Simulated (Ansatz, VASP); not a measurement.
ZrNbTe3: VASP beside Ansatz

```
Zr Nb Te
1.0
     6.08065    0.00000    0.00000
    -3.04032    5.26600    0.00000
     0.00000    0.00000    4.64214
Zr Nb Te
1 1 3
Direct
  0.00000 0.00000 0.00000
  0.00000 0.00000 0.50000
  0.36005 0.00000 0.00000
  0.00000 0.36005 0.00000
  0.63995 0.63995 0.00000
```

Alike in both runs: task relaxation of cell and atoms; functional PBE; k mesh 3 × 3 × 4; occupations gaussian, width 0.1 eV; no spin polarisation.

|  | VASP | Ansatz |
| --- | --- | --- |
| version | VASP 6.6.1 | Ansatz 0.2.0 |
| potentials or method | VASP PAW PBE potentials, release 64 (Zr_sv, Nb_sv, Te), cutoff 600 eV | scalar-relativistic, plane waves, PAW |
| valence electrons in the cell | 43 | 73 |

Ansatz gave:

```
gap on the k mesh at the Fermi level, each at its own relaxed structure (eV) : none
relaxed volume (Å³/atom)                                                     : 34.73
relaxed cell length with the largest relative difference (Å)                 : 6.375
```

Task: Which values does VASP return?

Result: gap on the k mesh at the Fermi level, each at its own relaxed structure (eV): none; relaxed volume (Å³/atom): 34.91; relaxed cell length with the largest relative difference (Å): 6.390.

A gap of «none» marks a metal or a gap that the smearing closes. VASP's potentials hold 43 valence electrons a cell and Ansatz's 73, so a difference there can come from the potentials and not from the codes.

The k mesh is coarse, so the values compare programs but aren't converged. Neither program's run includes spin-orbit coupling. Noted on VASP's run: the volume moved by over 15 % at a fixed basis, so the end points are rough.
